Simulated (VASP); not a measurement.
A run of VASP 6.6.1:

The input INCAR:

```
SYSTEM = MgI2
PREC = Accurate
ENCUT = 520
EDIFF = 1E-7
ISMEAR = 0
SIGMA = 0.05
LREAL = .False.
LASPH = .True.
NELM = 80
ALGO = Normal
ISIF = 2
LWAVE = .False.
LCHARG = .True.
GGA = PE
LELF = .True.
LVHAR = .True.
NBANDS = 15
```

Contents of KPOINTS:

```
Automatic mesh
0
Gamma
  6 6 4
  0 0 0
```

POSCAR

```
MgI2
1.0
    4.2734827252      0.0000000000      0.0000000000
   -2.1367413626      3.7009446027      0.0000000000
    0.0000000000      0.0000000000      7.9347883382
Mg I
1 2
Direct
    0.0000000000      0.0000000000      0.0000000000
    0.3333333333      0.6666666667      0.7897071656
    0.6666666667      0.3333333333      0.2102928344
```

Potentials or basis: VASP PAW PBE potentials, release 64 (Mg, I).

The run is started by

```bash
$ cat potpaw_PBE.64/Mg/POTCAR potpaw_PBE.64/I/POTCAR > POTCAR
$ mpirun -np 1 vasp_std > vasp.out
```

Hardware: 1 thread of AMD EPYC 9R45 96-Core Processor (Zen 5), on a shared host.

Task: How long does it take, and how much memory?

Result: It took 28 s on 1 thread of AMD EPYC 9R45 96-Core Processor (Zen 5), on a shared host, peak memory 0.22 GiB. Counts: scf iterations 15, k points 24.
